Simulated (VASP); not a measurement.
# NbP (F-43m) in VASP: single point with PBEsol

Aim: the single point of NbP with PBEsol.

All numbers are computed with VASP 6.6.1; they aren't measurements. Logs are shortened: lines on timing, memory, paths and dates and some standing lists are left out, and cuts for length are marked.

**1. The cell of the first run**

It takes space group F-43m (No. 216, cubic). The conventional cell has a = 5.600 Å, b = 5.600 Å, c = 5.600 Å, α = 90.00°, β = 90.00°, γ = 90.00°. Nb (site symmetry -43m) has 4 P at 2.42 Å within 3.2 Å. Within 3.2 Å of P (site symmetry -43m) lie 4 Nb at 2.42 Å.

**2. Single point, PBEsol (volume scaled by 1.040)**

File INCAR:

```
SYSTEM = NbP
PREC = Accurate
ENCUT = 520
EDIFF = 1E-6
ISMEAR = 0
SIGMA = 0.05
LREAL = .FALSE.
LASPH = .TRUE.
NELM = 80
ALGO = Normal
ISIF = 2
LWAVE = .FALSE.
LCHARG = .FALSE.
GGA = PS
NBANDS = 16
```

File KPOINTS:

```
Automatic mesh
0
G
  10 10 10
  0 0 0
```

File POSCAR:

```
NbP
1.0
    0.0000000000      2.7997705974      2.7997705974
    2.7997705974      0.0000000000      2.7997705974
    2.7997705974      2.7997705974      0.0000000000
Nb P
1 1
Direct
    0.0000000000      0.0000000000      0.0000000000
    0.2500000000      0.2500000000      0.2500000000
```

Potentials or basis: VASP PAW PBE potentials, release 64 (Nb_sv, P).

Run with:

```console
$ cat potpaw_PBE.64/Nb_sv/POTCAR potpaw_PBE.64/P/POTCAR > POTCAR
$ mpirun -np 1 vasp_std > vasp.out
```

OUTCAR:

```text
SYSTEM = NbP
   PREC = Accurate
   ENCUT = 520
   EDIFF = 1E-6
   ISMEAR = 0
   LREAL = .FALSE.
   LASPH = .TRUE.
   NELM = 80
   ISIF = 2
   GGA = PS

 ion  position               nearest neighbor table
   1  0.000  0.000  0.000-   2 2.42   2 2.42   2 2.42   2 2.42
   2  0.250  0.250  0.250-   1 2.42   1 2.42   1 2.42   1 2.42

  LATTYP: Found a face centered cubic cell.
 ALAT       =     5.5995411948

  Lattice vectors:

 A1 = (   0.0000000000,   2.7997705974,   2.7997705974)
 A2 = (   2.7997705974,   0.0000000000,   2.7997705974)
 A3 = (   2.7997705974,   2.7997705974,   0.0000000000)

Analysis of symmetry for initial positions (statically):
=====================================================================
 Subroutine PRICEL returns:
 Original cell was already a primitive cell.

 Routine SETGRP: Setting up the symmetry group for a
 face centered cubic supercell.

 Subroutine GETGRP returns: Found 24 space group operations
 (whereof 24 operations were pure point group operations)
 out of a pool of 48 trial point group operations.

The static configuration has the point symmetry T_d .

Analysis of symmetry for dynamics (positions and initial velocities):
=====================================================================
 Subroutine PRICEL returns:
 Original cell was already a primitive cell.

 Routine SETGRP: Setting up the symmetry group for a
 face centered cubic supercell.

 Subroutine GETGRP returns: Found 24 space group operations
 (whereof 24 operations were pure point group operations)
 out of a pool of 48 trial point group operations.

The dynamic configuration has the point symmetry T_d .

 Subroutine INISYM returns: Found 24 space group operations
 (whereof 24 operations are pure point group operations),
 and found     1 'primitive' translations

----------------------------------------------------------------------------------------

                                     Primitive cell

  volume of cell :      43.8932

  direct lattice vectors                    reciprocal lattice vectors
     0.000000000  2.799770597  2.799770597    -0.178586060  0.178586060  0.178586060
     2.799770597  0.000000000  2.799770597     0.178586060 -0.178586060  0.178586060
     2.799770597  2.799770597  0.000000000     0.178586060  0.178586060 -0.178586060

  length of vectors
     3.959473550  3.959473550  3.959473550     0.309320130  0.309320130  0.309320130

  position of ions in fractional coordinates (direct lattice)
     0.000000000  0.000000000  0.000000000
     0.250000000  0.250000000  0.250000000

  ion indices of the primitive-cell ions
   primitive index   ion index
                 1           1
                 2           2

----------------------------------------------------------------------------------------

 KPOINTS: Automatic mesh

Automatic generation of k-mesh.
 Grid dimensions read from file:
 generate k-points for:   10   10   10

 Generating k-lattice:

  Cartesian coordinates                     Fractional coordinates (reciprocal lattice)
    -0.017858606  0.017858606  0.017858606     0.100000000  0.000000000  0.000000000
     0.017858606 -0.017858606  0.017858606     0.000000000  0.100000000  0.000000000
     0.017858606  0.017858606 -0.017858606     0.000000000  0.000000000  0.100000000

  Length of vectors
     0.030932013  0.030932013  0.030932013

  Shift w.r.t. Gamma in fractional coordinates (k-lattice)
     0.000000000  0.000000000  0.000000000

 Subroutine IBZKPT returns following result:
 ===========================================

 Found     47 irreducible k-points:

 Following reciprocal coordinates:
            Coordinates               Weight
  0.000000  0.000000  0.000000      1.000000
  0.100000  0.000000  0.000000      8.000000
  0.200000  0.000000  0.000000      8.000000
  0.300000  0.000000  0.000000      8.000000
  0.400000  0.000000  0.000000      8.000000
  0.500000  0.000000  0.000000      4.000000
[... 16 lines left out ...]
  0.300000  0.300000  0.000000      6.000000
  0.400000  0.300000  0.000000     24.000000
 [... further k-points ...]
   k-points           NKPTS =     47   k-points in BZ     NKDIM =     47   number of bands    NBANDS=     16
   number of dos      NEDOS =    301   number of ions     NIONS =      2
   total plane-waves  NPLWV =  27000
   dimension x,y,z NGX =    30 NGY =   30 NGZ =   30
   dimension x,y,z NGXF=    60 NGYF=   60 NGZF=   60
   ions per type =               1   1
   NGX,Y,Z   is equivalent  to a cutoff of  12.60, 12.60, 12.60 a.u.
   NGXF,Y,Z  is equivalent  to a cutoff of  25.19, 25.19, 25.19 a.u.
 SYSTEM =  NbP
   PREC   = accura    normal or accurate (medium, high low for compatibility)
   ISTART =      0    job   : 0-new  1-cont  2-samecut
   ICHARG =      2    charge: 1-file 2-atom 10-const
   ISPIN  =      1    spin polarized calculation?
   LNONCOLLINEAR =      F non collinear calculations
   LSORBIT =      F    spin-orbit coupling
   LASPH  =      T    aspherical Exc in radial PAW
   ENCUT  =  520.0 eV  38.22 Ry    6.18 a.u.   7.36  7.36  7.36*2*pi/ulx,y,z
   NELM   =     80;   NELMIN=  2; NELMDL= -5     # of ELM steps
   EDIFF  = 0.1E-05   stopping-criterion for ELM
   LREAL  =      F    real-space projection
   EDIFFG = 0.1E-04   stopping-criterion for IOM
   NSW    =      0    number of steps for IOM
   IBRION =     -1    ionic relax: 0-MD 1-quasi-New 2-CG
   NFREE  =      0    steps in history (QN), initial steepest desc. (CG)
   ISIF   =      2    stress and relaxation
   ISYM   =      2    0-nonsym 1-usesym 2-fastsym
   POTIM  = 0.5000    time-step for ionic-motion
   TEBEG  =    0.0;   TEEND  =   0.0 temperature during run
   PSTRESS=    0.0 pullay stress
   NELECT =      18.0000    total number of electrons
   NUPDOWN=      -1.0000    fix difference up-down
   EMIN   =  10.00;   EMAX   =-10.00  energy-range for DOS
   EFERMI =   0.00;   METHOD = LEGACY
   ISMEAR =     0;   SIGMA  =   0.05  broadening in eV -4-tet -1-fermi 0-gaus
   EFERMI_NEDOS =   21; number of points for ismear=-14 and -15
   IALGO  =     38    algorithm
   IMIX   =      4    mixing-type and parameters
     AMIX     =   0.40;   BMIX     =  1.00
     AMIX_MAG =   1.60;   BMIX_MAG =  1.00
  volume/ion in A,a.u.               =      21.95       148.10
  Fermi-wavevector in a.u.,A,eV,Ry     =   1.216279  2.298434 20.127570  1.479335
  Thomas-Fermi vector in A             =   2.351638
   LORBIT       =      0    0 simple, 1 ext, 2 COOP (PROOUT), +10 PAW based schemes
   GGA     = PS    functional components
   LHFCALC =     F    Hartree Fock is set to
   AEXX    =    0.0000 exact exchange contribution
   IVDW    =     0    specifies the selected vdW correction
   LEPSILON=     F    determine dielectric tensor
   LRPA    =     F    only Hartree local field effects (RPA)
 non-spin polarized calculation
 Gauss-broadening in eV      SIGMA  =   0.05
  energy-cutoff  :      520.00
  volume of cell :       43.89
 maximum number of plane-waves:      1243
 NGX is ok and might be reduce to    30
   NGX = 15   NGY = 15   NGZ = 15

 number of electron      18.0000000 magnetization

 Free energy of the ion-electron system (eV)
  ---------------------------------------------------
  ext. energy  EPLUGINS =         0.00000000
  ---------------------------------------------------
  free energy    TOTEN  =       -16.73077882 eV

  energy without entropy =      -16.72734424  energy(sigma->0) =      -16.72906153

 E-fermi :   6.7809     XC(G=0): -10.3652

 val. band max:        6.7716321208   @ k =  -0.3000   0.5000   0.2000
 cond. band min:       6.7909639243   @ k =  -0.3000   0.3000   0.1000
 fundamental gap:      0.0193318036
 Fermi energy:         6.7808727906

 k-point     1 :       0.0000    0.0000    0.0000
  band No.  band energies     occupation
      1     -48.4396      2.00000
      2     -24.5316      2.00000
      3     -24.5316      2.00000
      4     -24.5316      2.00000
      5      -4.5608      2.00000
      6       3.0937      2.00000
[... 8 lines left out ...]
     15      15.1143      0.00000
     16      15.1143      0.00000

 k-point     2 :       0.1000    0.0000    0.0000
  band No.  band energies     occupation
      1     -48.4391      2.00000
      2     -24.5405      2.00000
      3     -24.5328      2.00000
      4     -24.5328      2.00000
      5      -4.4667      2.00000
      6       2.9673      2.00000
[... 8 lines left out ...]
     15      14.6135      0.00000
     16      15.0922      0.00000

 k-point     3 :       0.2000    0.0000    0.0000
  band No.  band energies     occupation
      1     -48.4377      2.00000
      2     -24.5638      2.00000
      3     -24.5362      2.00000
      4     -24.5362      2.00000
      5      -4.2144      2.00000
      6       2.7105      2.00000
[... 8 lines left out ...]
     15      13.8121      0.00000
     16      15.2618      0.00000

 k-point     4 :       0.3000    0.0000    0.0000
  band No.  band energies     occupation
      1     -48.4361      2.00000
      2     -24.5925      2.00000
      3     -24.5404      2.00000
      4     -24.5404      2.00000
      5      -3.8907      2.00000
      6       2.5255      2.00000
[... 8 lines left out ...]
     15      13.9564      0.00000
     16      15.7740      0.00000
[... 324 lines left out ...]
 k-point    22 :      -0.2000    0.2000    0.0000
  band No.  band energies     occupation
      1     -48.4355      2.00000
      2     -24.5892      2.00000
      3     -24.5568      2.00000
      4     -24.5403      2.00000
      5      -3.7775      2.00000
      6       2.5664      2.00000
[... 8 lines left out ...]
     15      13.7177      0.00000
     16      15.4379      0.00000

 k-point    23 :       0.3000    0.3000    0.0000
  band No.  band energies     occupation
      1     -48.4350      2.00000
      2     -24.5925      2.00000
      3     -24.5533      2.00000
      4     -24.5533      2.00000
      5      -3.6616      2.00000
      6       2.1098      2.00000
[... 8 lines left out ...]
     15      14.5072      0.00000
     16      16.8278      0.00000

 k-point    24 :       0.4000    0.3000    0.0000
  band No.  band energies     occupation
      1     -48.4339      2.00000
      2     -24.6056      2.00000
      3     -24.5599      2.00000
      4     -24.5572      2.00000
      5      -3.4456      2.00000
      6       2.0611      2.00000
[... 8 lines left out ...]
     15      14.7844      0.00000
     16      16.8596      0.00000

 [... further k-points ...]

------------------------ aborting loop because EDIFF is reached ----------------------------------------

  FORCE on cell =-STRESS in cart. coord.  units (eV):
  Direction    XX          YY          ZZ          XY          YZ          ZX
  --------------------------------------------------------------------------------------
  -------------------------------------------------------------------------------------
  Total       -1.1984049     -1.1984049     -1.1984049      0.0000000     -0.0000000      0.0000000
  in kB      -43.7438320    -43.7438320    -43.7438320      0.0000000     -0.0000000      0.0000000
  external PRESSURE =     -43.7438320 kB  Pullay stress =       0.0000000 kB

 VOLUME and BASIS-vectors are now :
 -----------------------------------------------------------------------------
  energy-cutoff  :      520.00
  volume of cell :       43.89
      direct lattice vectors                 reciprocal lattice vectors
     0.000000000  2.799770597  2.799770597    -0.178586060  0.178586060  0.178586060
     2.799770597  0.000000000  2.799770597     0.178586060 -0.178586060  0.178586060
     2.799770597  2.799770597  0.000000000     0.178586060  0.178586060 -0.178586060

 POSITION                                       TOTAL-FORCE (eV/Angst)
 -----------------------------------------------------------------------------------
      0.00000      0.00000      0.00000         0.000000     -0.000000      0.000000
      1.39989      1.39989      1.39989        -0.000000      0.000000     -0.000000
 -----------------------------------------------------------------------------------
    total drift:                                0.000000      0.000000      0.000000

  FREE ENERGIE OF THE ION-ELECTRON SYSTEM (eV)
  ---------------------------------------------------
  free  energy   TOTEN  =       -16.7307788212 eV

  energy  without entropy=      -16.7273442359  energy(sigma->0) =      -16.72906153
```

Wall time 23 s (1 thread of Intel Xeon 6975P-C (Granite Rapids), shared host); peak memory 0.18 GiB.

What came out:

```yaml
Free_energy: -16.7308 eV
Pressure: -4.4 GPa
Band_gap_on_the_k_mesh: zero (band 9 reaches 7.27 eV, above the bottom of band 10 at 6.66 eV)
```

Caveat: the PAW data sets were made with another functional, which shifts forces and pressure a little.
